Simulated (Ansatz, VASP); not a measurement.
# LaB6 in VASP and in Ansatz

```
La B
1.0
     4.08868    0.00000    0.00000
     0.00000    4.08868    0.00000
     0.00000    0.00000    4.08868
La B
1 6
Direct
  0.00000 0.00000 0.00000
  0.19908 0.50000 0.50000
  0.80092 0.50000 0.50000
  0.50000 0.50000 0.19908
  0.50000 0.50000 0.80092
  0.50000 0.19908 0.50000
  0.50000 0.80092 0.50000
```

Alike in both runs: functional BLYP; dispersion D3(BJ); k mesh 6 × 6 × 6; occupations gaussian, width 0.05 eV; no spin polarisation.

Ansatz relaxed the structure, and its values are those at the end. VASP's run is a single point on that final structure, the one shown.

```csv
,VASP,Ansatz
version,VASP 6.6.1,Ansatz 0.2.0
potentials or method,"VASP PAW PBE potentials, release 64 (La, B), cutoff 520 eV","scalar-relativistic, plane waves, PAW"
valence electrons in the cell,29,29
```

Ansatz gave:

```
gap on the k mesh at the Fermi level (eV) : none
pressure (GPa)                            : 3.8
```

Q: What did VASP give for the same quantities?

A: gap on the k mesh at the Fermi level (eV): none; pressure (GPa): 3.7.

VASP's potentials were made for PBE, not for BLYP. A gap of «none» marks a metal or a gap that the smearing closes. Ansatz's warnings: stress scf threshold loose.

Spin-orbit coupling is off throughout.
